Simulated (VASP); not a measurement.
Set up this calculation in VASP 6.6.1, as the native input.

```yaml
Task: single point
Functional: PBEsol
Potentials_or_basis: VASP PAW PBE potentials, release 64 (Hf_pv)
Cutoff: 520 eV
k_mesh: 10 × 10 × 10
Occupations: fermi-dirac, width 0.05 eV
Spin: no spin polarisation
Dipole_correction: no
Further_INCAR_settings: ALGO = Normal; EDIFF = 1e-06; NBANDS = 11
```

The structure of Hf lies in POSCAR:

```
Hf
1.0
    0.0000000000      2.1072662868      2.1072662868
    2.1072662868      0.0000000000      2.1072662868
    2.1072662868      2.1072662868      0.0000000000
Hf
1
Direct
    0.0000000000      0.0000000000      0.0000000000
```

These files were run (other wordings do the same):

INCAR

```
PREC = Accurate
ENCUT = 520
EDIFF = 1E-6
ISMEAR = -1
SIGMA = 0.05
LREAL = False
LASPH = True
NELM = 80
ALGO = Normal
ISIF = 2
LWAVE = False
LCHARG = False
GGA = PS
NBANDS = 11
```

KPOINTS

```
regular mesh
0
Gamma
  10 10 10
```

Potentials or basis: VASP PAW PBE potentials, release 64 (Hf_pv).

Command:

```bash
$ cat potpaw_PBE.64/Hf_pv/POTCAR > POTCAR
$ mpirun -np 1 vasp_std > vasp.out
```

Results of the run:

- Pressure: 19.6 GPa
- Band gap on the k mesh: zero (band 5 reaches 7.32 eV, above the bottom of band 6 at 5.43 eV)

Caveat: the PAW data sets were made with another functional, which shifts forces and pressure a little; spin-orbit coupling is left out, which moves the levels of the heavy elements.

It took 11 s on 1 thread of Intel Xeon 8259CL, with other jobs on the host, peak memory 0.14 GiB.
